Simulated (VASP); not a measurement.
Input of a VASP 6.6.1 run:

File INCAR:

```
SYSTEM = F
PREC = Accurate
ENCUT = 600
EDIFF = 1E-7
ISMEAR = -1
SIGMA = 0.08
LREAL = .FALSE.
LASPH = .TRUE.
NELM = 60
ALGO = Normal
ISIF = 3
LWAVE = .FALSE.
LCHARG = .FALSE.
GGA = PE
IBRION = 2
NSW = 60
EDIFFG = -0.005
PSTRESS = 4300.0
```

The input KPOINTS:

```
Automatic mesh
0
G
  23 23 21
  0 0 0
```

POSCAR

```
F
1.0
    1.7313881996      0.0000000000      0.0000000000
   -0.8656940998      1.4994261647      0.0000000000
    0.0000000000      0.0000000000      1.6275049076
F
1
Direct
    0.0000000000      0.0000000000      0.0000000000
```

Potentials or basis: VASP PAW PBE potentials, release 64 (F).

The run is started by

```bash
$ cat potpaw_PBE.64/F/POTCAR > POTCAR
$ mpirun -np 1 vasp_std > vasp.out
```

**Question.** Estimate the relaxed cell.

**Answer.** a = 1.846 Å, b = 1.846 Å, c = 1.481 Å, α = 90.00°, β = 90.00°, γ = 120.00°.

**Question.** What does it give for the space group after relaxing (to 0.05 Å)?

**Answer.** P6/mmm (No. 191).

**Question.** Predict the relaxed volume.

**Answer.** 4.37 Å³/atom.

Final structure:
```xyz
1
Lattice="1.8462 0.0000 0.0000 -0.9231 1.5988 0.0000 0.0000 0.0000 1.4807" Properties=species:S:1:pos:R:3 pbc="T T T"
F     0.0000    0.0000    0.0000
```

Caveat: the cell is relaxed towards a set pressure, so the enthalpy falls and the energy may rise; an odd number of electrons without spin polarisation forces a metal; a magnetic or distorted state may lie lower.
